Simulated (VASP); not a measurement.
# Mg31O32 (a cell with a defect) in VASP: single point with r2SCAN

Aim: the single point of Mg31O32 (a cell with a defect) with r2SCAN.

Program: VASP 6.6.1. These are calculated values, not measurements. Logs are shortened: lines on timing, memory, paths and dates and some standing lists are left out, and cuts for length are marked.

## Step 1: The cell of the first run

The cell holds a defect, 63 atoms: a = 8.429 Å, b = 8.429 Å, c = 8.429 Å, α = 90.00°, β = 90.00°, γ = 90.00°.

## Step 2: Single point, r2SCAN, collinear spin

Contents of POSCAR:

```
Mg31O32
1.0
    8.4288080000      0.0000000000      0.0000000000
    0.0000000000      8.4288080000      0.0000000000
    0.0000000000      0.0000000000      8.4288080000
O Mg
32 31
Direct
    0.2493070000      0.0000890000      0.9996150000
    0.2481700000      0.9999650000      0.4995990000
    0.2482270000      0.5000830000      0.9994190000
    0.2363220000      0.5000390000      0.4995550000
    0.7506900000      0.0001270000      0.9996480000
    0.7518160000      0.0002910000      0.4996640000
    0.7518030000      0.5001300000      0.9998080000
    0.7637040000      0.5001830000      0.4996970000
    0.9999720000      0.2494140000      0.9996110000
    0.9998540000      0.2482630000      0.4995950000
    0.0000000000      0.7508160000      0.9996350000
    0.0001910000      0.7519500000      0.4996630000
    0.4999670000      0.2483120000      0.9994330000
    0.4998960000      0.2364280000      0.4995740000
    0.5000360000      0.7519010000      0.9997900000
    0.5000490000      0.7637680000      0.4996840000
    0.9999770000      0.0000890000      0.2489160000
    0.0000110000      0.0001240000      0.7503340000
    0.9998530000      0.5000810000      0.2477470000
    0.0002250000      0.5001450000      0.7514790000
    0.4999560000      0.9999620000      0.2477980000
    0.5000330000      0.0002910000      0.7514650000
    0.4999110000      0.5000350000      0.2359540000
    0.5000580000      0.5001670000      0.7632330000
    0.2501050000      0.2502150000      0.2496950000
    0.2500620000      0.2501570000      0.7494130000
    0.2500760000      0.7498690000      0.2496810000
    0.2502700000      0.7500650000      0.7495710000
    0.7497240000      0.2501810000      0.2496960000
    0.7499370000      0.2503630000      0.7495610000
    0.7499040000      0.7500370000      0.2498750000
    0.7498940000      0.7499990000      0.7495420000
    0.9999880000      0.0001230000      0.9996150000
    0.0000230000      0.0001110000      0.4996360000
    0.0000040000      0.5001000000      0.9996310000
    0.9999990000      0.5000950000      0.4996080000
    0.4999890000      0.0001010000      0.9996290000
    0.4999820000      0.0000880000      0.4996330000
    0.5000260000      0.5001340000      0.9996120000
    0.2511120000      0.2512230000      0.9993570000
    0.2559210000      0.2561030000      0.4998580000
    0.2511560000      0.7489490000      0.9996300000
    0.2562540000      0.7438620000      0.4996430000
    0.7488320000      0.2512780000      0.9996320000
    0.7437600000      0.2563470000      0.4996390000
    0.7488810000      0.7489900000      0.9998870000
    0.7439770000      0.7440810000      0.4994580000
    0.2511110000      0.9998740000      0.2507600000
    0.2511620000      0.0001220000      0.7484600000
    0.2559720000      0.5002880000      0.2556280000
    0.2562510000      0.5000770000      0.7433440000
    0.7488220000      0.0000970000      0.2508030000
    0.7488720000      0.0003620000      0.7485030000
    0.7437280000      0.5001020000      0.2559180000
    0.7440420000      0.4999160000      0.7436120000
    0.9997610000      0.2512480000      0.2507700000
    0.0000120000      0.2512820000      0.7484410000
    0.0000020000      0.7489410000      0.2507900000
    0.0002540000      0.7489710000      0.7484960000
    0.5001610000      0.2560970000      0.2556600000
    0.4999680000      0.2563710000      0.7433140000
    0.4999820000      0.7438590000      0.2559250000
    0.4998000000      0.7441150000      0.7435910000
```

Contents of INCAR.step1:

```
SYSTEM = Mg31O32
ALGO = Normal
EDIFF = 1E-4
ENCUT = 520
GGA = PE
ISMEAR = -1
ISPIN = 2
ISYM = 0
LASPH = .True.
LCHARG = .False.
LREAL = Auto
LWAVE = .True.
MAGMOM = 0 0 0 0.167 0 0 0 0.167 0 0 0 0 0 0.167 0 0.167 0 0 0 0 0 0 0.167 0.167 0 0 0 0 0 0 0 0 0 0 0 0 0 0 0 0 0 0 0 0 0 0 0 0 0 0 0 0 0 0 0 0 0 0 0 0 0 0 0
NBANDS = 168
NCORE = 4
NELECT = 255.0
NELM = 150
PREC = Accurate
SIGMA = 0.05
```

Contents of INCAR.step2:

```
SYSTEM = Mg31O32
ALGO = Normal
EDIFF = 1E-6
ENCUT = 520
ISIF = 2
ISMEAR = -1
ISPIN = 2
ISTART = 1
ISYM = 0
LASPH = .True.
LCHARG = .False.
LMIXTAU = .True.
LORBIT = 11
LREAL = Auto
LWAVE = .False.
MAGMOM = 0 0 0 0.167 0 0 0 0.167 0 0 0 0 0 0.167 0 0.167 0 0 0 0 0 0 0.167 0.167 0 0 0 0 0 0 0 0 0 0 0 0 0 0 0 0 0 0 0 0 0 0 0 0 0 0 0 0 0 0 0 0 0 0 0 0 0 0 0
METAGGA = R2SCAN
NBANDS = 168
NCORE = 4
NELECT = 255.0
NELM = 150
PREC = Accurate
SIGMA = 0.05
```

Contents of KPOINTS:

```
Automatic mesh
0
Gamma
  1 1 1
  0.25 0.25 0.25
```

Potentials or basis: VASP PAW PBE potentials, release 64 (O, Mg).

Started as:

```
> cat potpaw_PBE.64/O/POTCAR potpaw_PBE.64/Mg/POTCAR > POTCAR
> cp INCAR.step1 INCAR
> mpirun -np 4 vasp_std > vasp.out
> cp INCAR.step2 INCAR
> mpirun -np 4 vasp_std > vasp.out
```

OUTCAR:

```text
SYSTEM = Mg31O32
   EDIFF = 1E-6
   ENCUT = 520
   ISIF = 2
   ISMEAR = -1
   ISPIN = 2
   ISTART = 1
   ISYM = 0
   LASPH = .True.
   LORBIT = 11
   LREAL = Auto
   METAGGA = R2SCAN
   NELECT = 255.0
   NELM = 150
   PREC = Accurate

 ion  position               nearest neighbor table
   1  0.249  0.000  1.000-  33 2.10  37 2.11  40 2.12  42 2.12  48 2.12  49 2.12
   2  0.248  1.000  0.500-  34 2.09  48 2.10  49 2.10  38 2.12  43 2.16  41 2.16
   3  0.248  0.500  0.999-  35 2.09  40 2.10  42 2.10  39 2.12  51 2.16  50 2.16
   4  0.236  0.500  0.500-  36 1.99  51 2.06  43 2.06  50 2.06  41 2.06
   5  0.751  0.000  1.000-  33 2.10  37 2.11  46 2.12  53 2.12  44 2.12  52 2.12
   6  0.752  0.000  0.500-  34 2.09  53 2.10  52 2.10  38 2.12  45 2.16  47 2.16
   7  0.752  0.500  1.000-  35 2.09  44 2.10  46 2.10  39 2.12  54 2.16  55 2.16
   8  0.764  0.500  0.500-  36 1.99  54 2.06  45 2.06  47 2.06  55 2.06
   9  1.000  0.249  1.000-  33 2.10  35 2.11  40 2.12  44 2.12  56 2.12  57 2.12
  10  1.000  0.248  0.500-  34 2.09  56 2.10  57 2.10  36 2.12  41 2.16  45 2.16
  11  0.000  0.751  1.000-  33 2.10  35 2.11  46 2.12  59 2.12  58 2.12  42 2.12
  12  0.000  0.752  0.500-  34 2.09  59 2.10  58 2.10  36 2.12  43 2.16  47 2.16
  13  0.500  0.248  0.999-  37 2.09  40 2.10  44 2.10  39 2.12  61 2.16  60 2.16
  14  0.500  0.236  0.500-  38 1.99  61 2.06  45 2.06  60 2.06  41 2.06
  15  0.500  0.752  1.000-  37 2.09  46 2.10  42 2.10  39 2.12  62 2.16  63 2.16
  16  0.500  0.764  0.500-  38 1.99  62 2.06  43 2.06  63 2.06  47 2.06
  17  1.000  0.000  0.249-  33 2.10  34 2.11  48 2.12  58 2.12  52 2.12  56 2.12
[... 63 lines left out ...]
  57  0.000  0.251  0.748-  10 2.10  20 2.10  26 2.11  30 2.11  18 2.12   9 2.12  36 2.97  34 2.98
                            35 2.98  40 2.99  53 2.99  49 2.99  33 2.99  44 2.99  41 3.01  55 3.01
  58  0.000  0.749  0.251-  19 2.10  12 2.10  27 2.11  31 2.11  17 2.12  11 2.12  36 2.97  35 2.98
                            34 2.98  46 2.99  48 2.99  42 2.99  52 2.99  33 2.99  50 3.01  47 3.01
  59  0.000  0.749  0.748-  20 2.10  12 2.10  28 2.11  32 2.11  11 2.12  18 2.12  36 2.97  34 2.98
                            35 2.98  42 2.99  49 2.99  33 2.99  46 3.00  53 3.00  43 3.01  51 3.01
  60  0.500  0.256  0.256-  14 2.06  23 2.06  29 2.10  25 2.11  21 2.16  13 2.16  54 2.91  45 2.91
                            50 2.91  41 2.91  38 2.98  39 2.98  52 3.01  44 3.01  48 3.01  40 3.01
  61  0.500  0.256  0.743-  14 2.06  24 2.06  26 2.11  30 2.11  22 2.16  13 2.16  51 2.91  45 2.91
                            41 2.91  55 2.91  38 2.98  39 2.98  40 3.01  53 3.01  49 3.01  44 3.01
  62  0.500  0.744  0.256-  16 2.06  23 2.06  27 2.11  31 2.11  21 2.16  15 2.16  43 2.91  54 2.91
                            47 2.91  50 2.91  38 2.98  39 2.98  48 3.01  46 3.01  52 3.01  42 3.01
  63  0.500  0.744  0.744-  16 2.06  24 2.06  28 2.10  32 2.11  22 2.16  15 2.16  43 2.91  51 2.91
                            47 2.91  55 2.91  38 2.98  39 2.98  49 3.01  42 3.01  53 3.01  46 3.01

IMPORTANT INFORMATION: All symmetrisations will be switched off!
NOSYMM: (Re-)initialisation of all symmetry stuff for point group C_1.

----------------------------------------------------------------------------------------

                                     Primitive cell

  volume of cell :     598.8230

  direct lattice vectors                    reciprocal lattice vectors
     8.428808000  0.000000000  0.000000000     0.118640738  0.000000000  0.000000000
     0.000000000  8.428808000  0.000000000     0.000000000  0.118640738  0.000000000
     0.000000000  0.000000000  8.428808000     0.000000000  0.000000000  0.118640738

  length of vectors
     8.428808000  8.428808000  8.428808000     0.118640738  0.118640738  0.118640738

  position of ions in fractional coordinates (direct lattice)
     0.249307000  0.000089000  0.999615000
     0.248170000  0.999965000  0.499599000
     0.248227000  0.500083000  0.999419000
     0.236322000  0.500039000  0.499555000
     0.750690000  0.000127000  0.999648000
     0.751816000  0.000291000  0.499664000
[... 55 lines left out ...]
     0.499982000  0.743859000  0.255925000
     0.499800000  0.744115000  0.743591000

  ion indices of the primitive-cell ions
   primitive index   ion index
                 1           1
                 2           2
                 3           3
                 4           4
                 5           5
                 6           6
[... 55 lines left out ...]
                62          62
                63          63
[... 63 lines left out ...]
   NUPDOWN=      -1.0000    fix difference up-down
   EMIN   =  10.00;   EMAX   =-10.00  energy-range for DOS
   EFERMI =   0.00;   METHOD = LEGACY
   ISMEAR =    -1;   SIGMA  =   0.05  broadening in eV -4-tet -1-fermi 0-gaus
   EFERMI_NEDOS =   21; number of points for ismear=-14 and -15
   IALGO  =     38    algorithm
   IMIX   =      4    mixing-type and parameters
     AMIX     =   0.40;   BMIX     =  1.00
     AMIX_MAG =   1.60;   BMIX_MAG =  1.00
  volume/ion in A,a.u.               =       9.51        64.14
  Fermi-wavevector in a.u.,A,eV,Ry     =   1.231654  2.327489 20.639652  1.516972
  Thomas-Fermi vector in A             =   2.366455
   LORBIT       =     11    0 simple, 1 ext, 2 COOP (PROOUT), +10 PAW based schemes
   METAGGA = R2SCAN    functional components
   LHFCALC =     F    Hartree Fock is set to
   AEXX    =    0.0000 exact exchange contribution
   IVDW    =     0    specifies the selected vdW correction
   LEPSILON=     F    determine dielectric tensor
   LRPA    =     F    only Hartree local field effects (RPA)
 spin polarized calculation
  energy-cutoff  :      520.00
  volume of cell :      598.82
 maximum number of plane-waves:     16125
 NGX is ok and might be reduce to    64
   NGX = 31   NGY = 31   NGZ = 31

 number of electron     254.9999928 magnetization       0.8193516

 Free energy of the ion-electron system (eV)
  ---------------------------------------------------
  ext. energy  EPLUGINS =         0.00000000
  ---------------------------------------------------
  free energy    TOTEN  =      -501.19736298 eV

  energy without entropy =     -501.09439941  energy(sigma->0) =     -501.14588120

 E-fermi :   2.6494     XC(G=0): -11.5010

 val. band max:        2.6344487929   @ k =   0.2500   0.2500   0.2500
 cond. band min:       9.1004939704   @ k =  -0.2500  -0.2500   0.2500
 fundamental gap:      6.4660451774
 Fermi energy:         2.6494469923

 spin component 1

 k-point     1 :       0.2500    0.2500    0.2500
  band No.  band energies     occupation
      1     -15.5249      1.00000
      2     -15.1667      1.00000
      3     -15.1663      1.00000
      4     -15.1137      1.00000
      5     -14.8690      1.00000
      6     -14.8686      1.00000
[... 557 lines left out ...]
    138      12.1746      0.00000
    139      12.1754      0.00000
 Fermi energy:         2.6494469923

 spin component 2

 k-point     1 :       0.2500    0.2500    0.2500
  band No.  band energies     occupation
      1     -15.4968      1.00000
      2     -15.1347      1.00000
      3     -15.1342      1.00000
      4     -15.0855      1.00000
      5     -14.8349      1.00000
      6     -14.8346      1.00000
[... 557 lines left out ...]
    138      12.1835      0.00000
    139      12.1842      0.00000
 [bands above 139 left out]

------------------------ aborting loop because EDIFF is reached ----------------------------------------

  FORCE on cell =-STRESS in cart. coord.  units (eV):
  Direction    XX          YY          ZZ          XY          YZ          ZX
  --------------------------------------------------------------------------------------
  -------------------------------------------------------------------------------------
  Total       -0.5050247     -0.5095211     -0.5210985      0.0421332      0.0439237      0.0403923
  in kB       -1.3512159     -1.3632460     -1.3942221      0.1127292      0.1175199      0.1080715
  external PRESSURE =      -1.3695613 kB  Pullay stress =       0.0000000 kB

 VOLUME and BASIS-vectors are now :
 -----------------------------------------------------------------------------
  energy-cutoff  :      520.00
  volume of cell :      598.82
      direct lattice vectors                 reciprocal lattice vectors
     8.428808000  0.000000000  0.000000000     0.118640738  0.000000000  0.000000000
     0.000000000  8.428808000  0.000000000     0.000000000  0.118640738  0.000000000
     0.000000000  0.000000000  8.428808000     0.000000000  0.000000000  0.118640738

 POSITION                                       TOTAL-FORCE (eV/Angst)
 -----------------------------------------------------------------------------------
      2.10136      0.00075      8.42556        -0.005315     -0.001527     -0.007661
      2.09178      8.42851      4.21102         0.006277      0.005832      0.004123
      2.09226      4.21510      8.42391         0.001528      0.004575      0.006761
      1.99191      4.21473      4.21065        -0.053302      0.005463      0.003163
      6.32742      0.00107      8.42584         0.004135      0.004468     -0.000300
      6.33691      0.00245      4.21157        -0.005424     -0.007125     -0.005952
[... 55 lines left out ...]
      4.21425      6.26984      2.15714         0.000183      0.010380     -0.015190
      4.21272      6.27200      6.26759         0.039671     -0.002989      0.001045
 -----------------------------------------------------------------------------------
    total drift:                               -0.001275     -0.005138      0.011311

  FREE ENERGIE OF THE ION-ELECTRON SYSTEM (eV)
  ---------------------------------------------------
  free  energy   TOTEN  =      -501.1973629765 eV

  energy  without entropy=     -501.0943994146  energy(sigma->0) =     -501.14588120

 total charge

# of ion       s       p       d       tot
------------------------------------------
    1        1.545   3.586   0.000   5.132
    2        1.547   3.577   0.000   5.124
    3        1.547   3.577   0.000   5.124
    4        1.551   3.574   0.000   5.125
    5        1.545   3.586   0.000   5.132
    6        1.547   3.577   0.000   5.124
[... 55 lines left out ...]
   62        0.140   0.174   0.073   0.386
   63        0.140   0.173   0.073   0.386
--------------------------------------------------
tot         53.886 120.031   2.305 176.221

 magnetization (x)

# of ion       s       p       d       tot
------------------------------------------
    1        0.000   0.002   0.000   0.002
    2        0.000   0.021   0.000   0.021
    3        0.000   0.021   0.000   0.021
    4        0.001   0.065   0.000   0.066
    5        0.000   0.002   0.000   0.002
    6        0.000   0.021   0.000   0.021
[... 55 lines left out ...]
   62       -0.000  -0.000  -0.000  -0.001
   63       -0.000  -0.000  -0.000  -0.001
--------------------------------------------------
tot          0.002   0.717  -0.002   0.717
```

Run time: 18 min. Hardware: 4 MPI ranks of Intel Xeon Platinum 8259CL at 2.50GHz (Skylake/Cascade Lake), shared host; peak memory 0.39 GiB.

Results:

- Free energy: -501.1974 eV
- Largest force: 0.056 eV/Å
- Net moment: 0.82 μB per cell
- Site moments: O +0.00, +0.02, +0.07, +0.01 (each value once); Mg -0.00, +0.00 (each value once) μB
- Valence electrons inside the program's atomic spheres: O 5.13, 5.12 (each value once); Mg 0.39, 0.43 (each value once)

Forces on the atoms (eV/Å):
```
O   -0.005 -0.002 -0.008
O    0.006  0.006  0.004
O    0.002  0.005  0.007
O   -0.053  0.005  0.003
O    0.004  0.004  0.000
O   -0.005 -0.007 -0.006
O   -0.004 -0.003 -0.008
O    0.051 -0.006 -0.007
O   -0.003 -0.004 -0.008
O    0.006  0.008  0.003
O    0.004  0.004  0.001
O   -0.007 -0.008 -0.005
O    0.004  0.004  0.005
O    0.005 -0.052  0.002
O   -0.005 -0.004 -0.007
O   -0.004  0.053 -0.006
O   -0.004 -0.001 -0.002
O    0.004  0.003 -0.006
O    0.006  0.004  0.013
O   -0.010 -0.004 -0.009
O    0.004  0.005  0.009
O   -0.004 -0.008 -0.009
O    0.006  0.007 -0.049
O   -0.003 -0.003  0.056
O    0.001  0.002  0.009
O    0.009  0.011 -0.010
O    0.008 -0.002  0.016
O    0.002 -0.012 -0.013
O    0.000  0.010  0.013
O   -0.010  0.005 -0.014
O   -0.007 -0.011  0.006
O   -0.003 -0.004 -0.007
Mg   0.000 -0.001  0.002
Mg  -0.003 -0.002  0.002
Mg   0.001  0.000 -0.001
Mg   0.001  0.002  0.004
Mg   0.001  0.001 -0.001
Mg   0.001  0.002  0.003
Mg  -0.002 -0.004  0.001
Mg  -0.004 -0.005  0.033
Mg   0.007  0.001 -0.043
Mg  -0.005  0.005  0.002
Mg  -0.013  0.011  0.000
Mg   0.005 -0.007  0.002
Mg   0.010 -0.011  0.000
Mg   0.005  0.005 -0.027
Mg  -0.001 -0.001  0.039
Mg  -0.005  0.028 -0.006
Mg  -0.007 -0.003  0.010
Mg   0.005 -0.039  0.001
Mg  -0.012  0.004  0.014
Mg   0.007  0.001 -0.006
Mg   0.006 -0.030  0.008
Mg   0.012  0.000 -0.014
Mg  -0.005  0.039 -0.001
Mg   0.027 -0.008 -0.008
Mg  -0.002 -0.008  0.011
Mg   0.000  0.007 -0.005
Mg  -0.028  0.008  0.009
Mg  -0.039  0.003 -0.001
Mg   0.004 -0.012  0.017
Mg   0.000  0.010 -0.015
Mg   0.040 -0.003  0.001
```

Levels at points of the mesh, in eV from the Fermi level:
Spin up:
```csv
k point,band 125,band 126,band 127,band 128,band 129,band 130,band 131,band 132
"(0.25, 0.25, 0.25)",-0.34,-0.34,-0.15,-0.15,6.45,8.06,8.06,8.11
```
Spin down:
```
           k point  band 125  band 126  band 127  band 128  band 129  band 130  band 131  band 132
(0.25, 0.25, 0.25)     -0.16     -0.16     -0.02     -0.02      6.47      8.08      8.08      8.13
```

Caveat: the cell carries a net charge on a neutralising background, which shifts energy and pressure; the cell is charged against a uniform background, so pressure and absolute levels hang on convention; the PAW data sets were made with another functional, which shifts forces and pressure a little.
